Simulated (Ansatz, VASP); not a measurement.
## One calculation of Na5H, two programs

Contents of INCAR:

```
  PREC = Accurate
  ENCUT = 600
  EDIFF = 1E-6
  ISMEAR = 0
  SIGMA = 0.1
  LREAL = F
  LASPH = T
  NELM = 60
  ALGO = Normal
  ISIF = 3
  LWAVE = F
  LCHARG = F
  GGA = PE
  IBRION = 2
  NSW = 100
  EDIFFG = -0.01
```

The input KPOINTS:

```
regular mesh
0
Gamma
  6 6 12
```

File POSCAR:

```
Na5H
1.0
    7.9990863572      0.0000000000      0.0000000000
   -3.9995431786      6.9274119924      0.0000000000
    0.0000000000      0.0000000000      3.3630907099
Na H
5 1
Direct
    0.0000000000      0.7689647640      0.0000000000
    0.7689647640      0.0000000000      0.0000000000
    0.2310352360      0.2310352360      0.0000000000
    0.6666666667      0.3333333333      0.5000000000
    0.3333333333      0.6666666667      0.5000000000
    0.0000000000      0.0000000000      0.5000000000
```

Input for Ansatz:

```yaml
crystal:
  lattice:
    - [7.9990863572, 0.0, 0.0]
    - [-3.9995431786, 6.9274119924, 0.0]
    - [0.0, 0.0, 3.3630907099]
  atoms:
    - { symbol: Na, position: [0.0, 0.768964764, 0.0] }
    - { symbol: Na, position: [0.768964764, 0.0, 0.0] }
    - { symbol: Na, position: [0.231035236, 0.231035236, 0.0] }
    - { symbol: Na, position: [0.6666666667, 0.3333333333, 0.5] }
    - { symbol: Na, position: [0.3333333333, 0.6666666667, 0.5] }
    - { symbol: H, position: [0.0, 0.0, 0.5] }
basis:
  ecutwfc: 420
kpoints:
  mp_grid: { grid: [6, 6, 12] }
hamiltonian:
  xc: pbe
scf:
  occupations: { method: gaussian, width: 0.1 }
output:
  forces: true
  stress: true
  eigenvalues: true
  write_density: true
  write_potential: true
  elf: true
  volumetric_format: npy
relax:
  adjacent_minimum: "off"
  f_tol: 0.01
  max_steps: 80
  cell: { stress_tol: 0.05 }
```

Change from the starting cell: species swapped into the CaMg5 type (P-62m, No. 189).

Alike in both runs: task relaxation of cell and atoms; functional PBE; k mesh 6 × 6 × 12; occupations gaussian, width 0.1 eV; no spin polarisation.

|  | VASP | Ansatz |
| --- | --- | --- |
| version | VASP 6.6.1 | Ansatz 0.2.0 |
| potentials or method | VASP PAW PBE potentials, release 64 (Na_pv, H), cutoff 600 eV | scalar-relativistic, plane waves, PAW |
| valence electrons in the cell | 36 | 46 |

```csv
,VASP,Ansatz,Ansatz less VASP
"gap on the k mesh at the Fermi level, each at its own relaxed structure (eV)",none,none,-
relaxed volume (Å³/atom),31.27,31.31,+0.042
relaxed length of the cell vector where the two differ most in proportion (Å),3.430,3.432,+0.0019
```

A gap of «none» marks a metal or a gap that the smearing closes. VASP's potentials hold 36 valence electrons a cell and Ansatz's 46, so a difference there can come from the potentials and not from the codes.
